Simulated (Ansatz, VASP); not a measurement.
Two plane-wave programs on GaAs

POSCAR

```
GaAs
1.0
    0.0000000000      2.8332036531      2.8332036531
    2.8332036531      0.0000000000      2.8332036531
    2.8332036531      2.8332036531      0.0000000000
Ga As
1 1
Direct
    0.0000000000      0.0000000000      0.0000000000
    0.7500000000      0.7500000000      0.7500000000
```

File INCAR.step1:

```
PREC = Accurate
ENCUT = 520
ISMEAR = 0
SIGMA = 0.05
LREAL = False
LASPH = True
NELM = 100
NBANDS = 16
GGA = PE
ALGO = Normal
EDIFF = 1E-4
LWAVE = True
LCHARG = False
```

INCAR.step2

```
PREC = Accurate
ENCUT = 520
EDIFF = 1E-6
ISMEAR = 0
SIGMA = 0.05
LREAL = False
LASPH = True
NELM = 100
ALGO = Normal
ISIF = 2
LWAVE = False
LCHARG = False
METAGGA = R2SCAN
LMIXTAU = True
NBANDS = 16
ISTART = 1
```

File KPOINTS:

```
regular mesh
0
Gamma
  8 8 8
```

Input for Ansatz:

```yaml
crystal:
  lattice:
    - [0.0, 2.8332036529, 2.8332036529]
    - [2.8332036529, 0.0, 2.8332036529]
    - [2.8332036529, 2.8332036529, 0.0]
  atoms:
    - { symbol: Ga, position: [0.0, 0.0, 0.0] }
    - { symbol: As, position: [0.75, 0.75, 0.75] }
basis:
  ecutwfc: 500
kpoints:
  mp_grid: { grid: [8, 8, 8] }
hamiltonian:
  xc: r2scan
scf:
  occupations: { method: gaussian, width: 0.05 }
output:
  forces: true
  stress: true
  eigenvalues: true
  write_density: true
  write_potential: true
  elf: true
  volumetric_format: npy
```

Alike in both runs: task single point; functional r2SCAN; k mesh 8 × 8 × 8; occupations gaussian, width 0.05 eV; no spin polarisation.

|  | VASP | Ansatz |
| --- | --- | --- |
| version | VASP 6.6.1 | Ansatz 0.2.0 |
| potentials or method | VASP PAW PBE potentials, release 64 (Ga_d, As), cutoff 520 eV | scalar-relativistic, plane waves, PAW |
| valence electrons in the cell | 18 | 28 |

VASP gave:

| Quantity | Value |
| --- | --- |
| gap on the k mesh at the Fermi level (eV) | 0.94 |
| least direct gap on the mesh (eV) | 0.94 |
| pressure (GPa) | 0.1 |

Question: What did Ansatz give for the same quantities?

Answer: gap on the k mesh at the Fermi level (eV): 0.96; least direct gap on the mesh (eV): 0.96; pressure (GPa): 0.0.

VASP's potentials were made for PBE, not for r2SCAN. VASP's potentials hold 18 valence electrons a cell and Ansatz's 28, so a difference there can come from the potentials and not from the codes.
